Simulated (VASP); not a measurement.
Wanted: the native input for a VASP 6.6.1 run.

```yaml
Task: relaxation of cell and atoms
Functional: PBE
Potentials_or_basis: VASP PAW PBE potentials, release 64 (Na_pv, I)
Cutoff: 600 eV
k_mesh: 6 × 6 × 4
Occupations: gaussian, width 0.1 eV
Spin: no spin polarisation
Dipole_correction: no
Further_INCAR_settings: ALGO = Normal; EDIFF = 1e-06; IBRION = 2; EDIFFG = -0.04; NSW = 90; ISIF = 3
```

The structure of Na3I2 lies in POSCAR:

```
Na3I2
1.0
    5.2703894316      0.0000000000      0.0000000000
   -2.6351947158      4.5642911356      0.0000000000
    0.0000000000      0.0000000000      6.1059628083
Na I
3 2
Direct
    0.6666666667      0.6666666667      0.0000000000
    0.3333333333      0.0000000000      0.0000000000
    0.0000000000      0.3333333333      0.0000000000
    0.0000000000      0.0000000000      0.2284367957
    0.0000000000      0.0000000000      0.7715632043
```

The cell was generated, and may not be a known phase.

One way to write it, as run:

INCAR

```
ALGO     = Normal         # electronic algorithm
EDIFF    = 1E-6           # SCF threshold, eV
EDIFFG   = -0.04          # ionic threshold
ENCUT    = 600            # plane-wave cutoff, eV
GGA      = PE             # functional
IBRION   = 2              # ionic algorithm
ISIF     = 3              # what is computed and relaxed
ISMEAR   = 0              # smearing method
LASPH    = T              # aspherical terms in the spheres
LCHARG   = F              # write CHGCAR
LREAL    = F              # projectors in reciprocal space
LWAVE    = F              # write WAVECAR
NELM     = 60             # most SCF steps
NSW      = 90             # ionic steps
PREC     = Accurate       # precision mode
SIGMA    = 0.1            # smearing width, eV
```

KPOINTS

```
k-points
0
Gamma
  6 6 4
```

Potentials or basis: VASP PAW PBE potentials, release 64 (Na_pv, I).

Launch:

```sh
$ cat potpaw_PBE.64/Na_pv/POTCAR potpaw_PBE.64/I/POTCAR > POTCAR
$ mpirun -np 1 vasp_std > vasp.out
```

Results of the run:

```json
{
  "Relaxed volume": "74.67 Å³/atom",
  "Relaxed cell": "a = 6.854 Å, b = 6.854 Å, c = 9.178 Å, α = 90.00°, β = 90.00°, γ = 120.00°",
  "Space group after relaxing (to 0.1 Å)": "P-62m (No. 189)",
  "Energy gained by relaxing": "2394.2 meV/atom",
  "Ionic steps": "19",
  "Pressure after relaxing": "0.0 GPa",
  "Largest force after relaxing": "0.012 eV/Å",
  "Band gap on the k mesh": "zero (an odd number of electrons rules out a gap without spin polarisation)"
}
```

Caveat: the volume moved by over 15 % at a fixed basis, so the end points are rough; spin-orbit coupling is left out, which moves the levels of the heavy elements.

It took 12 min on 1 thread of Intel(R) Xeon(R) Platinum 8559C (Emerald Rapids), on a shared host, peak memory 0.33 GiB.
